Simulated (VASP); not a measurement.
# TePb (Fm-3m) in VASP: notebook, part 2 of 2

VASP 6.6.1. The steps go on from the part before.

### 5 Single point, SVWN5

This run uses another cell than the first one, of 33.73 Å³/atom, 1.020 times its volume.

The input, INCAR:

```
PREC = Accurate
ENCUT = 520
EDIFF = 1E-7
ISMEAR = -1
SIGMA = 0.05
LREAL = F
LASPH = T
NELM = 60
ALGO = Normal
ISIF = 2
LWAVE = F
LCHARG = T
GGA = VW
LELF = T
LVHAR = T
NBANDS = 17
```

The input, KPOINTS:

```
regular mesh
0
Gamma
  7 7 7
```

The input, POSCAR:

```
TePb
1.0
    0.0000000000      3.2310000000      3.2310000000
    3.2310000000      0.0000000000      3.2310000000
    3.2310000000      3.2310000000      0.0000000000
Pb Te
1 1
Direct
    0.0000000000      0.0000000000      0.0000000000
    0.5000000000      0.5000000000      0.5000000000
```

Potentials or basis: VASP PAW PBE potentials, release 64 (Pb_d, Te).

Command:

```
cat potpaw_PBE.64/Pb_d/POTCAR potpaw_PBE.64/Te/POTCAR > POTCAR
mpirun -np 1 vasp_std > vasp.out
```

OUTCAR:

```text
PREC = Accurate
   ENCUT = 520
   EDIFF = 1E-7
   ISMEAR = -1
   LREAL = F
   LASPH = T
   NELM = 60
   ISIF = 2
   GGA = VW

 ion  position               nearest neighbor table
   1  0.000  0.000  0.000-   2 3.23   2 3.23   2 3.23   2 3.23   2 3.23   2 3.23
   2  0.500  0.500  0.500-   1 3.23   1 3.23   1 3.23   1 3.23   1 3.23   1 3.23

  LATTYP: Found a face centered cubic cell.
 ALAT       =     6.4620000000

  Lattice vectors:

 A1 = (   0.0000000000,   3.2310000000,   3.2310000000)
 A2 = (   3.2310000000,   0.0000000000,   3.2310000000)
 A3 = (   3.2310000000,   3.2310000000,   0.0000000000)

Analysis of symmetry for initial positions (statically):
=====================================================================
 Subroutine PRICEL returns:
 Original cell was already a primitive cell.

 Routine SETGRP: Setting up the symmetry group for a
 face centered cubic supercell.

 Subroutine GETGRP returns: Found 48 space group operations
[... 9 lines left out ...]

 Routine SETGRP: Setting up the symmetry group for a
 face centered cubic supercell.
[... 144 lines left out ...]
  free energy    TOTEN  =        -8.75655984 eV

  energy without entropy =       -8.75655512  energy(sigma->0) =       -8.75655748

 E-fermi :   5.6344     XC(G=0):  -9.5641

 val. band max:        5.1520417699   @ k =   0.4286   0.0000   0.0000
 cond. band min:       6.0984621572   @ k =   0.4286   0.0000   0.0000
 fundamental gap:      0.9464203873
 Fermi energy:         5.6344241473

 k-point     1 :       0.0000    0.0000    0.0000
  band No.  band energies     occupation
      1     -11.3129      2.00000
      2     -11.3129      2.00000
      3     -11.2987      2.00000
      4     -11.2987      2.00000
      5     -11.2987      2.00000
      6      -6.7918      2.00000
[... 377 lines left out ...]
      4     -11.2868      2.00000
      5     -11.2734      2.00000
      6      -4.9877      2.00000
[... 9 lines left out ...]
     16      15.6223      0.00000
     17      16.0970      0.00000

------------------------ aborting loop because EDIFF is reached ----------------------------------------

  FORCE on cell =-STRESS in cart. coord.  units (eV):
  Direction    XX          YY          ZZ          XY          YZ          ZX
  --------------------------------------------------------------------------------------
  -------------------------------------------------------------------------------------
  Total       -0.7449582     -0.7449582     -0.7449582     -0.0000000      0.0000000      0.0000000
  in kB      -17.6930065    -17.6930065    -17.6930065     -0.0000000      0.0000000      0.0000000
  external PRESSURE =     -17.6930065 kB  Pullay stress =       0.0000000 kB

 VOLUME and BASIS-vectors are now :
 -----------------------------------------------------------------------------
  energy-cutoff  :      520.00
  volume of cell :       67.46
      direct lattice vectors                 reciprocal lattice vectors
     0.000000000  3.231000000  3.231000000    -0.154750851  0.154750851  0.154750851
     3.231000000  0.000000000  3.231000000     0.154750851 -0.154750851  0.154750851
     3.231000000  3.231000000  0.000000000     0.154750851  0.154750851 -0.154750851

 POSITION                                       TOTAL-FORCE (eV/Angst)
 -----------------------------------------------------------------------------------
      0.00000      0.00000      0.00000        -0.000000     -0.000000     -0.000000
      3.23100      3.23100      3.23100         0.000000      0.000000      0.000000
 -----------------------------------------------------------------------------------
    total drift:                               -0.000000      0.000000      0.000000

  FREE ENERGIE OF THE ION-ELECTRON SYSTEM (eV)
  ---------------------------------------------------
  free  energy   TOTEN  =        -8.7565598374 eV

  energy  without entropy=       -8.7565551205  energy(sigma->0) =       -8.75655748
```

OSZICAR:

```text
N       E                     dE             d eps       ncg     rms          rms(c)
DAV:   1     0.147812954209E+03    0.14781E+03   -0.90645E+03   680   0.113E+03
DAV:   2     0.162196935792E+01   -0.14619E+03   -0.14198E+03   707   0.293E+02
DAV:   3    -0.860954399189E+01   -0.10232E+02   -0.10171E+02   874   0.828E+01
DAV:   4    -0.888778265180E+01   -0.27824E+00   -0.27804E+00   854   0.151E+01
DAV:   5    -0.890016955430E+01   -0.12387E-01   -0.12387E-01   977   0.283E+00    0.344E+00
DAV:   6    -0.876337778317E+01    0.13679E+00   -0.30884E-01   986   0.392E+00    0.210E+00
DAV:   7    -0.875693702136E+01    0.64408E-02   -0.74364E-02   848   0.129E+00    0.901E-01
DAV:   8    -0.875669777859E+01    0.23924E-03   -0.78881E-03   856   0.845E-01    0.118E-01
DAV:   9    -0.875657440658E+01    0.12337E-03   -0.13471E-03  1011   0.322E-01    0.438E-02
DAV:  10    -0.875655874654E+01    0.15660E-04   -0.11715E-04   917   0.875E-02    0.223E-02
DAV:  11    -0.875655993164E+01   -0.11851E-05   -0.19555E-05   931   0.245E-02    0.115E-02
DAV:  12    -0.875655985110E+01    0.80545E-07   -0.11128E-06   791   0.824E-03    0.760E-03
DAV:  13    -0.875655983735E+01    0.13745E-07   -0.55424E-08   473   0.220E-03
   1 F= -.87565598E+01 E0= -.87565575E+01  d E =-.471688E-05
```

stdout:

```text
POSCAR found type information on POSCAR PbTe
 POSCAR found :  2 types and       2 ions
 scaLAPACK will be used
 -----------------------------------------------------------------------------
|                                                                             |
|                                                                             |
|     You enforced a specific xc type in the INCAR file but a different       |
|     I HOPE YOU KNOW WHAT YOU ARE DOING!                                     |
|                                                                             |
 -----------------------------------------------------------------------------

 LDA part: xc-table for (Slater(with rela. corr.)+VWN5), standard interpolation
 POSCAR, INCAR and KPOINTS ok, starting setup
 FFT: planning ... GRIDC
 FFT: planning ... GRID_SOFT
 FFT: planning ... GRID
 WAVECAR not read
 entering main loop
```

Run time: 24 s. Hardware: 1 thread of AMD EPYC 7R13 (Zen 3), shared host; peak memory 0.15 GiB.

Results:

```yaml
Free_energy: -8.7566 eV
Pressure: -1.8 GPa
```

Caveat: this odd mesh misses L, where the gap lies, so gap, dielectric constants and Born charges aren't listed; the PAW data sets were made with another functional, which shifts forces and pressure a little; spin-orbit coupling is left out, which moves the levels of the heavy elements.

### 6 Single point, PBEsol+D3(BJ)

This run uses another cell than the first one, of 35.08 Å³/atom, 1.061 times its volume.

The input, INCAR:

```
SYSTEM = TePb
ALGO     = Normal         ! electronic algorithm
EDIFF    = 1E-6           ! SCF threshold, eV
ENCUT    = 520            ! plane-wave cutoff, eV
GGA      = PS             ! functional
ISIF     = 2              ! what is computed and relaxed
ISMEAR   = -1             ! smearing method
IVDW     = 12             ! dispersion correction
LASPH    = .TRUE.         ! aspherical terms in the spheres
LCHARG   = .TRUE.         ! write CHGCAR
LELF     = .TRUE.         ! ELF
LREAL    = .FALSE.        ! projectors in reciprocal space
LVHAR    = .TRUE.       
LWAVE    = .FALSE.        ! write WAVECAR
NBANDS   = 17             ! bands
NELM     = 60             ! most SCF steps
PREC     = Accurate       ! precision mode
SIGMA    = 0.05           ! smearing width, eV
```

The input, KPOINTS:

```
k-points
0
G
  7 7 7
  0 0 0
```

The input, POSCAR:

```
TePb
1.0
    0.0000000000      3.2735180337      3.2735180337
    3.2735180337      0.0000000000      3.2735180337
    3.2735180337      3.2735180337      0.0000000000
Pb Te
1 1
Direct
    0.0000000000      0.0000000000      0.0000000000
    0.5000000000      0.5000000000      0.5000000000
```

Potentials or basis: VASP PAW PBE potentials, release 64 (Pb_d, Te).

Command:

```
cat potpaw_PBE.64/Pb_d/POTCAR potpaw_PBE.64/Te/POTCAR > POTCAR
mpirun -np 1 vasp_std > vasp.out
```

OUTCAR:

```text
SYSTEM = TePb
   EDIFF = 1E-6
   ENCUT = 520
   GGA = PS
   ISIF = 2
   ISMEAR = -1
   IVDW = 12
   LASPH = .TRUE.
   LREAL = .FALSE.
   NELM = 60
   PREC = Accurate
 IVDW          = 12

 ion  position               nearest neighbor table
   1  0.000  0.000  0.000-   2 3.27   2 3.27   2 3.27   2 3.27   2 3.27   2 3.27
   2  0.500  0.500  0.500-   1 3.27   1 3.27   1 3.27   1 3.27   1 3.27   1 3.27

  LATTYP: Found a face centered cubic cell.
 ALAT       =     6.5470360674

  Lattice vectors:

[... 580 lines left out ...]

 Edisp (eV)   -0.77663

 E8    (eV) :    -0.5477

  FORCE on cell =-STRESS in cart. coord.  units (eV):
  Direction    XX          YY          ZZ          XY          YZ          ZX
  --------------------------------------------------------------------------------------
  -------------------------------------------------------------------------------------
  Total      -1.60602    -1.60602    -1.60602     0.00000    -0.00000     0.00000
  in kB     -36.67642   -36.67642   -36.67642     0.00000    -0.00000     0.00000
  external pressure =      -36.68 kB  Pullay stress =        0.00 kB

 VOLUME and BASIS-vectors are now :
 -----------------------------------------------------------------------------
  energy-cutoff  :      520.00
  volume of cell :       70.16
      direct lattice vectors                 reciprocal lattice vectors
     0.000000000  3.273518034  3.273518034    -0.152740872  0.152740872  0.152740872
     3.273518034  0.000000000  3.273518034     0.152740872 -0.152740872  0.152740872
     3.273518034  3.273518034  0.000000000     0.152740872  0.152740872 -0.152740872

 POSITION                                       TOTAL-FORCE (eV/Angst)
 -----------------------------------------------------------------------------------
      0.00000      0.00000      0.00000         0.000000      0.000000      0.000000
      3.27352      3.27352      3.27352         0.000000      0.000000     -0.000000
 -----------------------------------------------------------------------------------
    total drift:                               -0.000000      0.000000      0.000000

  FREE ENERGIE OF THE ION-ELECTRON SYSTEM (eV)
  ---------------------------------------------------
  free  energy   TOTEN  =        -9.0166068486 eV

  energy  without entropy=       -9.0166040012  energy(sigma->0) =       -9.01660542
```

stdout:

```text
POSCAR found type information on POSCAR PbTe
 POSCAR found :  2 types and       2 ions
 scaLAPACK will be used
 -----------------------------------------------------------------------------
|                                                                             |
|                                                                             |
|     You enforced a specific xc type in the INCAR file but a different       |
|     I HOPE YOU KNOW WHAT YOU ARE DOING!                                     |
|                                                                             |
 -----------------------------------------------------------------------------

 LDA part: xc-table for (Slater+PW92), standard interpolation
 POSCAR, INCAR and KPOINTS ok, starting setup
 FFT: planning ... GRIDC
 FFT: planning ... GRID_SOFT
 FFT: planning ... GRID
 WAVECAR not read
 entering main loop
```

Wall time 25 s (1 thread of AMD EPYC 7R13 (Zen 3), shared host); peak memory 0.19 GiB.

Results:

| Item | Value |
| --- | --- |
| Free energy | -9.0166 eV |
| Pressure | -3.7 GPa |
| Dispersion energy per atom | -0.388 eV |

Caveat: this odd mesh misses L, where the gap lies, so gap, dielectric constants and Born charges aren't listed; the PAW data sets were made with another functional, which shifts forces and pressure a little; spin-orbit coupling is left out, which moves the levels of the heavy elements.

### 7 The runs side by side

| level | cell | pressure (GPa) |
| --- | --- | --- |
| PBEsol+D3(BJ) | a = 4.539 Å, angles 60.0°, 2 atoms | -1.6 |
| PBEsol+D3(BJ) | a = 4.569 Å, angles 60.0°, 2 atoms | -2.4 |
| PBEsol+D3(BJ) | a = 4.600 Å, angles 60.0°, 2 atoms | -3.1 |
| SVWN5 | a = 4.569 Å, angles 60.0°, 2 atoms | -1.8 |
| PBEsol+D3(BJ) | a = 4.629 Å, angles 60.0°, 2 atoms | -3.7 |

Alike in all rows: task single point; potentials or basis VASP PAW PBE potentials, release 64 (Pb_d, Te); no spin polarisation; k mesh 7 × 7 × 7; cutoff (eV) 520; smearing fermi-dirac 0.05 eV.

Caveats: the PAW data sets were made with another functional, which shifts forces and pressure a little; spin-orbit coupling is left out, which moves the levels of the heavy elements.

Absolute energies hang on the potentials; compare differences alone.
